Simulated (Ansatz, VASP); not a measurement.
## Two plane-wave programs on Nb

```xyz
1
Lattice="-1.2811 1.6867 1.6867 1.6867 -1.2811 1.6867 1.6867 1.6867 -1.2811" Properties=species:S:1:pos:R:3 pbc="T T T"
Nb    0.0000    0.0000    0.0000
```

Alike in both runs: task single point; functional PBE; k mesh 22 × 22 × 22; occupations gaussian, width 0.15 eV; no spin polarisation.

|  | VASP | Ansatz |
| --- | --- | --- |
| version | VASP 6.6.1 | Ansatz 0.2.0 |
| potentials or method | VASP PAW PBE potentials, release 64 (Nb_sv), cutoff 520 eV | scalar-relativistic, plane waves, PAW |
| valence electrons in the cell | 13 | 13 |

|  | VASP | Ansatz | Ansatz less VASP |
| --- | --- | --- | --- |
| gap on the k mesh at the Fermi level (eV) | none | none | - |
| pressure (GPa) | 4.0 | 4.3 | +0.28 |
| traceless stress, the component that is largest in VASP (GPa) | -11.16 | -11.16 | +0.004 |

A gap of «none» marks a metal or a gap that the smearing closes.
